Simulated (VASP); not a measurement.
Here is a VASP 6.6.1 calculation.

INCAR

```
SYSTEM = Pd
PREC     = Accurate       ! precision mode
ENCUT    = 520            ! plane-wave cutoff, eV
EDIFF    = 1E-6           ! SCF threshold, eV
ISMEAR   = -1             ! smearing method
SIGMA    = 0.05           ! smearing width, eV
LREAL    = .False.        ! projectors in reciprocal space
LASPH    = .True.         ! aspherical terms in the spheres
NELM     = 100            ! most SCF steps
ALGO     = Normal         ! electronic algorithm
ISIF     = 2              ! what is computed and relaxed
LWAVE    = .False.        ! write WAVECAR
LCHARG   = .False.        ! write CHGCAR
GGA      = PE             ! functional
NBANDS   = 11             ! bands
```

KPOINTS

```
Automatic mesh
0
Gamma
  10 10 10
  0 0 0
```

The input POSCAR:

```
Pd
1.0
    0.0000000000      1.9854300000      1.9465000000
    1.9854300000      0.0000000000      1.9465000000
    1.9854300000      1.9854300000      0.0000000000
Pd
1
Direct
    0.0000000000      0.0000000000      0.0000000000
```

Potentials or basis: VASP PAW PBE potentials, release 64 (Pd).

Launch:

```bash
$ cat potpaw_PBE.64/Pd/POTCAR > POTCAR
$ mpirun -np 1 vasp_std > vasp.out
```

(1) Predict the band gap on the k mesh.

(2) What does it give for the pressure?

## Answers

(1) zero (band 5 reaches 9.46 eV, above the bottom of band 6 at 7.99 eV).

(2) -0.7 GPa.
